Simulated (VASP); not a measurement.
Wanted: the native input for a VASP 6.6.1 run.

- Task: single point
- Functional: HSE06
- Potentials or basis: VASP PAW PBE potentials, release 64 (Cd, S)
- Cutoff: 520 eV
- k mesh: 6 × 6 × 6
- Occupations: gaussian, width 0.01 eV
- Spin: no spin polarisation
- Dipole correction: no
- Grid for exact exchange (PRECFOCK): Normal
- Further INCAR settings: ALGO = Normal; EDIFF = 1e-06; NBANDS = 16
- Screening parameter: 0.2079 1/Å

The system is CdS.

```xyz
2
Lattice="0.0000 2.9254 2.9590 2.9254 0.0000 2.9590 2.9254 2.9254 0.0000" Properties=species:S:1:pos:R:3 pbc="T T T"
Cd    0.0000    0.0000    0.0000
S     1.4627    1.4627    1.4795
```

This cell differs from its parent crystal: epitaxial xy strain -0.5%.

One way to write it, as run:

POSCAR

```
CdS
1.0
    0.0000000000      2.9254005319      2.9589686818
    2.9254005319      0.0000000000      2.9589686818
    2.9254005319      2.9254005319      0.0000000000
Cd S
1 1
Direct
    0.0000000000      0.0000000000      0.0000000000
    0.2500000000      0.2500000000      0.2500000000
```

INCAR.step1

```
SYSTEM = CdS
ALGO     = Normal         ! electronic algorithm
EDIFF    = 1E-5           ! SCF threshold, eV
ENCUT    = 520            ! plane-wave cutoff, eV
GGA      = PE             ! functional
ISIF     = 2              ! what is computed and relaxed
ISMEAR   = 0              ! smearing method
LASPH    = .TRUE.         ! aspherical terms in the spheres
LCHARG   = .FALSE.        ! write CHGCAR
LREAL    = .FALSE.        ! projectors in reciprocal space
LWAVE    = .TRUE.         ! write WAVECAR
NBANDS   = 16             ! bands
NELM     = 100            ! most SCF steps
PREC     = Accurate       ! precision mode
SIGMA    = 0.01           ! smearing width, eV
```

INCAR.step2

```
SYSTEM = CdS
ALGO     = Normal         ! electronic algorithm
EDIFF    = 1E-6           ! SCF threshold, eV
ENCUT    = 520            ! plane-wave cutoff, eV
GGA      = PE             ! functional
HFSCREEN = 0.2079         ! screening, 1/A
ISIF     = 2              ! what is computed and relaxed
ISMEAR   = 0              ! smearing method
ISTART   = 1            
LASPH    = .TRUE.         ! aspherical terms in the spheres
LCHARG   = .FALSE.        ! write CHGCAR
LHFCALC  = .TRUE.         ! exact exchange
LREAL    = .FALSE.        ! projectors in reciprocal space
LWAVE    = .FALSE.        ! write WAVECAR
NBANDS   = 16             ! bands
NELM     = 100            ! most SCF steps
PREC     = Accurate       ! precision mode
PRECFOCK = Normal       
SIGMA    = 0.01           ! smearing width, eV
```

KPOINTS

```
k-points
0
G
  6 6 6
  0 0 0
```

Potentials or basis: VASP PAW PBE potentials, release 64 (Cd, S).

Launch:

```console
$ cat potpaw_PBE.64/Cd/POTCAR potpaw_PBE.64/S/POTCAR > POTCAR
$ cp INCAR.step1 INCAR
$ mpirun -np 1 vasp_std > vasp.out
$ cp INCAR.step2 INCAR
$ mpirun -np 1 vasp_std > vasp.out
```

It gave:

```yaml
Pressure: 0.7 GPa
Band_gap_on_the_k_mesh: 2.11 eV, direct
```

Caveat: the cell differs from its parent crystal (epitaxial xy strain -0.5%); the PAW data sets were made with another functional, which shifts forces and pressure a little.

It took 68 min on 1 thread of Intel(R) Xeon(R) Platinum 8259CL CPU @ 2.50GHz (Skylake/Cascade Lake) (shared host), peak memory 0.31 GiB.
